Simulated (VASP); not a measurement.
Set up this calculation in VASP 6.6.1, as the native input.

| Quantity | Value |
| --- | --- |
| Task | density of states |
| Functional | PBEsol |
| Potentials or basis | VASP PAW PBE potentials, release 64 (Y_sv, Ti_sv) |
| Cutoff | 520 eV |
| k mesh | 7 × 7 × 7 |
| Occupations | fermi-dirac, width 0.05 eV |
| Spin | no spin polarisation |
| Dipole correction | no |
| k mesh for the DOS | 11 × 11 × 11 |
| Occupations for the DOS | tetrahedron |
| Further INCAR settings | ALGO = Normal; EDIFF = 1e-07; NBANDS = 44 |

Crystal: YTi2 (C15 type).

```xyz
6
Lattice="0.0000 4.0142 4.0142 4.0142 0.0000 4.0142 4.0142 4.0142 0.0000" Properties=species:S:1:pos:R:3 pbc="T T T"
Y     1.0036    1.0036    1.0036
Y    -1.0036   -1.0036   -1.0036
Ti    4.0142    4.0142    4.0142
Ti    2.0071    2.0071    4.0142
Ti    2.0071    4.0142    2.0071
Ti    4.0142    2.0071    2.0071
```

These files were run (other wordings do the same):

POSCAR

```
YTi2
1.0
    0.0000000000      4.0142074251      4.0142074251
    4.0142074251      0.0000000000      4.0142074251
    4.0142074251      4.0142074251      0.0000000000
Y Ti
2 4
Direct
    0.1250000000      0.1250000000      0.1250000000
   -0.1250000000     -0.1250000000     -0.1250000000
    0.5000000000      0.5000000000      0.5000000000
    0.5000000000      0.5000000000      0.0000000000
    0.5000000000      0.0000000000      0.5000000000
    0.0000000000      0.5000000000      0.5000000000
```

INCAR.step1

```
SYSTEM = YTi2
PREC     = Accurate       ! precision mode
ENCUT    = 520            ! plane-wave cutoff, eV
EDIFF    = 1E-7           ! SCF threshold, eV
ISMEAR   = -1             ! smearing method
SIGMA    = 0.05           ! smearing width, eV
LREAL    = .FALSE.        ! projectors in reciprocal space
LASPH    = .TRUE.         ! aspherical terms in the spheres
NELM     = 100            ! most SCF steps
ALGO     = Normal         ! electronic algorithm
ISIF     = 2              ! what is computed and relaxed
LWAVE    = .FALSE.        ! write WAVECAR
LCHARG   = .TRUE.         ! write CHGCAR
LMAXMIX  = 4              ! l up to which the mixer works
GGA      = PS             ! functional
NBANDS   = 44             ! bands
```

KPOINTS.step1

```
regular mesh
0
G
  7 7 7
  0 0 0
```

INCAR.step2

```
SYSTEM = YTi2
PREC     = Accurate       ! precision mode
ENCUT    = 520            ! plane-wave cutoff, eV
EDIFF    = 1E-7           ! SCF threshold, eV
ISMEAR   = -5             ! smearing method
SIGMA    = 0.05           ! smearing width, eV
LREAL    = .FALSE.        ! projectors in reciprocal space
LASPH    = .TRUE.         ! aspherical terms in the spheres
NELM     = 100            ! most SCF steps
ALGO     = Normal         ! electronic algorithm
ISIF     = 2              ! what is computed and relaxed
LWAVE    = .FALSE.        ! write WAVECAR
LCHARG   = .FALSE.        ! write CHGCAR
LMAXMIX  = 4              ! l up to which the mixer works
GGA      = PS             ! functional
LORBIT   = 11             ! projections on sites
NBANDS   = 44             ! bands
NEDOS    = 2001           ! points of the DOS
ICHARG   = 11             ! starting density
```

KPOINTS.step2

```
regular mesh
0
G
  11 11 11
  0 0 0
```

Potentials or basis: VASP PAW PBE potentials, release 64 (Y_sv, Ti_sv).

Launch:

```console
$ cat potpaw_PBE.64/Y_sv/POTCAR potpaw_PBE.64/Ti_sv/POTCAR > POTCAR
$ cp INCAR.step1 INCAR
$ cp KPOINTS.step1 KPOINTS
$ mpirun -np 1 vasp_std > vasp.out
$ cp INCAR.step2 INCAR
$ cp KPOINTS.step2 KPOINTS
$ mpirun -np 1 vasp_std > vasp.out
```

It gave:

```
Valence electrons inside the program's atomic spheres : Y 9.64; Ti 10.28
```

Wall time 16 min on 1 thread of AMD EPYC 7R13, with other jobs on the host, peak memory 0.4 GiB.
